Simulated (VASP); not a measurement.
# Cr (Fd-3m) in VASP: further runs, part 2 of 2

VASP 6.6.1. The steps go on from the part before.

## 4. Single point, PBEsol, collinear spin, ferromagnetic start

This run uses another cell than the first one, of 14.55 Å³/atom, 1.113 times its volume.

The input, INCAR:

```
SYSTEM = Cr
ALGO     = Normal         ! electronic algorithm
EDIFF    = 1E-6           ! SCF threshold, eV
ENCUT    = 520            ! plane-wave cutoff, eV
GGA      = PS             ! functional
ISIF     = 2              ! what is computed and relaxed
ISMEAR   = -1             ! smearing method
ISPIN    = 2              ! spin polarisation
LASPH    = .TRUE.         ! aspherical terms in the spheres
LCHARG   = .FALSE.        ! write CHGCAR
LMAXMIX  = 4              ! l up to which the mixer works
LORBIT   = 11             ! projections on sites
LREAL    = .FALSE.        ! projectors in reciprocal space
LWAVE    = .FALSE.        ! write WAVECAR
MAGMOM   = 3 3            ! initial moments
NBANDS   = 23             ! bands
NELM     = 150            ! most SCF steps
PREC     = Accurate       ! precision mode
SIGMA    = 0.05           ! smearing width, eV
```

The input, KPOINTS:

```
k-points
0
G
  8 8 8
  0 0 0
```

The input, POSCAR:

```
Cr
1.0
    0.0000000000      2.4414790142      2.4414790142
    2.4414790142      0.0000000000      2.4414790142
    2.4414790142      2.4414790142      0.0000000000
Cr
2
Direct
    0.0000000000      0.0000000000      0.0000000000
    0.2500000000      0.2500000000      0.2500000000
```

Potentials or basis: VASP PAW PBE potentials, release 64 (Cr_pv).

Started as:

```
> cat potpaw_PBE.64/Cr_pv/POTCAR > POTCAR
> mpirun -np 1 vasp_std > vasp.out
```

OUTCAR:

```text
SYSTEM = Cr
   EDIFF = 1E-6
   ENCUT = 520
   GGA = PS
   ISIF = 2
   ISMEAR = -1
   ISPIN = 2
   LASPH = .TRUE.
   LORBIT = 11
   LREAL = .FALSE.
   NELM = 150
   PREC = Accurate

 ion  position               nearest neighbor table
   1  0.000  0.000  0.000-   2 2.11   2 2.11   2 2.11   2 2.11
   2  0.250  0.250  0.250-   1 2.11   1 2.11   1 2.11   1 2.11

  LATTYP: Found a face centered cubic cell.
 ALAT       =     4.8829580284

  Lattice vectors:

 A1 = (   0.0000000000,   2.4414790142,   2.4414790142)
 A2 = (   2.4414790142,   0.0000000000,   2.4414790142)
 A3 = (   2.4414790142,   2.4414790142,   0.0000000000)

Analysis of symmetry for initial positions (statically):
=====================================================================
 Subroutine PRICEL returns:
 Original cell was already a primitive cell.

 Routine SETGRP: Setting up the symmetry group for a
 face centered cubic supercell.

 Subroutine GETGRP returns: Found 48 space group operations
 (whereof 24 operations were pure point group operations)
 out of a pool of 48 trial point group operations.

The static configuration has the point symmetry T_d .
 The point group associated with its full space group is O_h .

Analysis of symmetry for dynamics (positions and initial velocities):
=====================================================================
 Subroutine PRICEL returns:
 Original cell was already a primitive cell.

 Routine SETGRP: Setting up the symmetry group for a
 face centered cubic supercell.

 Subroutine GETGRP returns: Found 48 space group operations
 (whereof 24 operations were pure point group operations)
 out of a pool of 48 trial point group operations.

The dynamic configuration has the point symmetry T_d .
 The point group associated with its full space group is O_h .

Analysis of structural, dynamic, and magnetic symmetry:
=====================================================================
 Subroutine PRICEL returns:
 Original cell was already a primitive cell.

 Routine SETGRP: Setting up the symmetry group for a
 face centered cubic supercell.

[... 146 lines left out ...]

 Free energy of the ion-electron system (eV)
  ---------------------------------------------------
  ext. energy  EPLUGINS =         0.00000000
  ---------------------------------------------------
  free energy    TOTEN  =       -15.87957286 eV

  energy without entropy =      -15.84993489  energy(sigma->0) =      -15.86475387

 E-fermi :   7.5678     XC(G=0): -12.1416

 val. band max:        7.5305449758   @ k =  -0.2500   0.2500   0.0000
 cond. band min:       7.5958041758   @ k =  -0.2500   0.3750   0.1250
 fundamental gap:      0.0652591999
 Fermi energy:         7.5678302507

 spin component 1

 k-point     1 :       0.0000    0.0000    0.0000
  band No.  band energies     occupation
      1     -35.1187      1.00000
      2     -35.1187      1.00000
      3     -35.1187      1.00000
      4     -34.0044      1.00000
      5     -34.0044      1.00000
      6     -34.0044      1.00000
[... 613 lines left out ...]
     22      16.3901      0.00000
     23      21.1188      0.00000

 [... further k-points ...]

 spin component 2

 k-point     1 :       0.0000    0.0000    0.0000
  band No.  band energies     occupation
      1     -35.1185      1.00000
      2     -35.1185      1.00000
      3     -35.1185      1.00000
      4     -34.0041      1.00000
      5     -34.0041      1.00000
      6     -34.0041      1.00000
[... 613 lines left out ...]
     22      16.3903      0.00000
     23      21.1190      0.00000

 [... further k-points ...]
[... 5 lines left out ...]
  --------------------------------------------------------------------------------------
  -------------------------------------------------------------------------------------
  Total        1.9612785      1.9612785      1.9612785      0.0000000      0.0000000      0.0000000
  in kB      107.9595024    107.9595024    107.9595024      0.0000000      0.0000000      0.0000000
  external PRESSURE =     107.9595024 kB  Pullay stress =       0.0000000 kB

 VOLUME and BASIS-vectors are now :
 -----------------------------------------------------------------------------
  energy-cutoff  :      520.00
  volume of cell :       29.11
      direct lattice vectors                 reciprocal lattice vectors
     0.000000000  2.441479014  2.441479014    -0.204793896  0.204793896  0.204793896
     2.441479014  0.000000000  2.441479014     0.204793896 -0.204793896  0.204793896
     2.441479014  2.441479014  0.000000000     0.204793896  0.204793896 -0.204793896

 POSITION                                       TOTAL-FORCE (eV/Angst)
 -----------------------------------------------------------------------------------
      0.00000      0.00000      0.00000         0.000000      0.000000      0.000000
      1.22074      1.22074      1.22074        -0.000000     -0.000000     -0.000000
 -----------------------------------------------------------------------------------
    total drift:                                0.000000      0.000000      0.000000

  FREE ENERGIE OF THE ION-ELECTRON SYSTEM (eV)
  ---------------------------------------------------
  free  energy   TOTEN  =       -15.8795728564 eV

  energy  without entropy=      -15.8499348933  energy(sigma->0) =      -15.86475387

 total charge

# of ion       s       p       d       tot
------------------------------------------
    1        0.484   6.219   4.645  11.348
    2        0.484   6.219   4.645  11.348
--------------------------------------------------
tot          0.969  12.438   9.290  22.696

 magnetization (x)

# of ion       s       p       d       tot
------------------------------------------
    1        0.000   0.000   0.000   0.000
    2        0.000   0.000   0.000   0.000
--------------------------------------------------
tot          0.000   0.000   0.000   0.000
```

OSZICAR:

```text
N       E                     dE             d eps       ncg     rms          rms(c)
DAV:   1     0.258310844168E+03    0.25831E+03   -0.13514E+04  2668   0.125E+03
DAV:   2    -0.683183711031E+01   -0.26514E+03   -0.25455E+03  2780   0.373E+02
DAV:   3    -0.150595863899E+02   -0.82277E+01   -0.81630E+01  3221   0.808E+01
DAV:   4    -0.151389747538E+02   -0.79388E-01   -0.79278E-01  3211   0.777E+00
DAV:   5    -0.151402247206E+02   -0.12500E-02   -0.12500E-02  2752   0.946E-01    0.176E+01
DAV:   6    -0.154798752875E+02   -0.33965E+00   -0.47803E+00  2808   0.194E+01    0.489E+00
DAV:   7    -0.157965350283E+02   -0.31666E+00   -0.38848E-01  2731   0.490E+00    0.367E+00
DAV:   8    -0.158456968385E+02   -0.49162E-01   -0.16421E-02  2794   0.113E+00    0.193E+00
DAV:   9    -0.158784921220E+02   -0.32795E-01   -0.36896E-02  2766   0.132E+00    0.431E-01
DAV:  10    -0.158796065636E+02   -0.11144E-02   -0.21782E-03  2738   0.450E-01    0.103E-01
DAV:  11    -0.158795891157E+02    0.17448E-04   -0.54982E-05  2794   0.574E-02    0.329E-02
DAV:  12    -0.158795814502E+02    0.76655E-05   -0.61612E-06  2814   0.190E-02    0.133E-02
DAV:  13    -0.158795728839E+02    0.85663E-05   -0.25356E-06  2484   0.149E-02    0.434E-03
DAV:  14    -0.158795728564E+02    0.27522E-07   -0.22999E-07  1355   0.441E-03
   1 F= -.15879573E+02 E0= -.15864754E+02  d E =-.296380E-01  mag=     0.0001
```

Wall time 20 s (1 thread of Intel Xeon 6975P-C (Granite Rapids), shared host); peak memory 0.18 GiB.

What came out:

- Free energy: -15.8796 eV
- Pressure: 10.8 GPa
- Band gap on the k mesh: zero (filled and empty bands overlap)
- Net moment: 0.00 μB per cell
- Valence electrons inside the program's atomic spheres: Cr 11.35

Caveat: the starting moments collapsed, and a magnetic state may lie lower; the PAW data sets were made with another functional, which shifts forces and pressure a little.

## 5. Single point, PBEsol, collinear spin, ferromagnetic start

This run uses another cell than the first one, of 15.72 Å³/atom, 1.202 times its volume.

The input, INCAR:

```
ALGO     = Normal         # electronic algorithm
EDIFF    = 1E-6           # SCF threshold, eV
ENCUT    = 520            # plane-wave cutoff, eV
GGA      = PS             # functional
ISIF     = 2              # what is computed and relaxed
ISMEAR   = -1             # smearing method
ISPIN    = 2              # spin polarisation
LASPH    = T              # aspherical terms in the spheres
LCHARG   = T              # write CHGCAR
LELF     = T              # ELF
LMAXMIX  = 4              # l up to which the mixer works
LORBIT   = 11             # projections on sites
LREAL    = F              # projectors in reciprocal space
LVHAR    = T            
LWAVE    = F              # write WAVECAR
MAGMOM   = 3 3            # initial moments
NBANDS   = 23             # bands
NELM     = 150            # most SCF steps
PREC     = Accurate       # precision mode
SIGMA    = 0.05           # smearing width, eV
```

The input, KPOINTS:

```
k-points
0
Gamma
  8 8 8
```

The input, POSCAR:

```
Cr
1.0
    0.0000000000      2.5048620747      2.5048620747
    2.5048620747      0.0000000000      2.5048620747
    2.5048620747      2.5048620747      0.0000000000
Cr
2
Direct
    0.0000000000      0.0000000000      0.0000000000
    0.2500000000      0.2500000000      0.2500000000
```

Potentials or basis: VASP PAW PBE potentials, release 64 (Cr_pv).

Started as:

```
> cat potpaw_PBE.64/Cr_pv/POTCAR > POTCAR
> mpirun -np 1 vasp_std > vasp.out
```

OUTCAR:

```text
EDIFF = 1E-6
   ENCUT = 520
   GGA = PS
   ISIF = 2
   ISMEAR = -1
   ISPIN = 2
   LASPH = T
   LORBIT = 11
   LREAL = F
   NELM = 150
   PREC = Accurate

 ion  position               nearest neighbor table
   1  0.000  0.000  0.000-   2 2.17   2 2.17   2 2.17   2 2.17
   2  0.250  0.250  0.250-   1 2.17   1 2.17   1 2.17   1 2.17

  LATTYP: Found a face centered cubic cell.
 ALAT       =     5.0097241494

  Lattice vectors:

 A1 = (   0.0000000000,   2.5048620747,   2.5048620747)
 A2 = (   2.5048620747,   0.0000000000,   2.5048620747)
 A3 = (   2.5048620747,   2.5048620747,   0.0000000000)
[... 1466 lines left out ...]

 VOLUME and BASIS-vectors are now :
 -----------------------------------------------------------------------------
  energy-cutoff  :      520.00
  volume of cell :       31.43
      direct lattice vectors                 reciprocal lattice vectors
     0.000000000  2.504862075  2.504862075    -0.199611789  0.199611789  0.199611789
     2.504862075  0.000000000  2.504862075     0.199611789 -0.199611789  0.199611789
     2.504862075  2.504862075  0.000000000     0.199611789  0.199611789 -0.199611789

 POSITION                                       TOTAL-FORCE (eV/Angst)
 -----------------------------------------------------------------------------------
      0.00000      0.00000      0.00000         0.000000      0.000000     -0.000000
      1.25243      1.25243      1.25243        -0.000000     -0.000000      0.000000
 -----------------------------------------------------------------------------------
    total drift:                                0.000000      0.000000      0.000000

  FREE ENERGIE OF THE ION-ELECTRON SYSTEM (eV)
  ---------------------------------------------------
  free  energy   TOTEN  =       -15.9565219212 eV

  energy  without entropy=      -15.9250720520  energy(sigma->0) =      -15.94079699

 total charge

# of ion       s       p       d       tot
------------------------------------------
    1        0.478   6.199   4.530  11.208
    2        0.478   6.199   4.530  11.208
--------------------------------------------------
tot          0.955  12.399   9.061  22.415

 magnetization (x)

# of ion       s       p       d       tot
------------------------------------------
    1       -0.000  -0.000  -0.000  -0.000
    2       -0.000  -0.000  -0.000  -0.000
--------------------------------------------------
tot         -0.000  -0.000  -0.001  -0.001
```

OSZICAR:

```text
N       E                     dE             d eps       ncg     rms          rms(c)
DAV:   1     0.257356374687E+03    0.25736E+03   -0.13395E+04  2668   0.122E+03
DAV:   2    -0.724673346455E+01   -0.26460E+03   -0.25431E+03  2766   0.368E+02
DAV:   3    -0.154447236567E+02   -0.81980E+01   -0.81326E+01  3200   0.796E+01
DAV:   4    -0.155262826610E+02   -0.81559E-01   -0.81404E-01  3216   0.788E+00
DAV:   5    -0.155276246877E+02   -0.13420E-02   -0.13420E-02  2745   0.981E-01    0.162E+01
DAV:   6    -0.155265696907E+02    0.10550E-02   -0.58240E+00  2829   0.214E+01    0.469E+00
DAV:   7    -0.158831706088E+02   -0.35660E+00   -0.44919E-01  2724   0.519E+00    0.305E+00
DAV:   8    -0.159159307455E+02   -0.32760E-01   -0.17008E-02  2780   0.110E+00    0.169E+00
DAV:   9    -0.159499862424E+02   -0.34055E-01   -0.30818E-02  2808   0.111E+00    0.425E-01
DAV:  10    -0.159548487362E+02   -0.48625E-02   -0.17787E-03  2731   0.330E-01    0.257E-01
DAV:  11    -0.159555210146E+02   -0.67228E-03   -0.85183E-05  2836   0.754E-02    0.195E-01
DAV:  12    -0.159565180919E+02   -0.99708E-03   -0.46363E-04  2752   0.159E-01    0.371E-02
DAV:  13    -0.159565214418E+02   -0.33500E-05   -0.22238E-05  2780   0.421E-02    0.914E-03
DAV:  14    -0.159565219212E+02   -0.47936E-06   -0.98141E-07  1950   0.782E-03
   1 F= -.15956522E+02 E0= -.15940797E+02  d E =-.314499E-01  mag=    -0.0017
```

It took 21 s on 1 thread of Intel Xeon 6975P-C (Granite Rapids), shared host; peak memory 0.18 GiB.

Results:

- Free energy: -15.9565 eV
- Pressure: 0.4 GPa
- Band gap on the k mesh: zero (filled and empty bands overlap)
- Net moment: 0.00 μB per cell
- Valence electrons inside the program's atomic spheres: Cr 11.21

Levels at points of the mesh, in eV from the Fermi level:
Spin up:
```csv
k point,band 10,band 11,band 12,band 13,band 14,band 15
"(0.00, 0.00, 0.00)",-1.13,-1.13,-1.13,1.11,1.11,1.11
"(0.50, 0.00, 0.00)",-1.60,-1.17,-1.17,0.01,1.90,1.90
"(0.50, 0.50, 0.00)",-1.07,-0.02,-0.02,0.73,0.73,3.17
```
Spin down:
```tsv
k point	band 8	band 9	band 10	band 11	band 12	band 13	band 14	band 15	band 16	band 17
(0.00, 0.00, 0.00)	-1.71	-1.71	-1.13	-1.13	-1.13	1.11	1.11	1.11	3.30	3.30
(0.50, 0.00, 0.00)	-2.13	-1.61	-1.61	-1.17	-1.17	0.01	1.90	1.90	2.92	2.92
(0.50, 0.50, 0.00)	-2.84	-1.07	-1.07	-0.02	-0.02	0.73	0.73	3.17	3.17	4.28
```

Caveat: the starting moments collapsed, and a magnetic state may lie lower; the PAW data sets were made with another functional, which shifts forces and pressure a little.
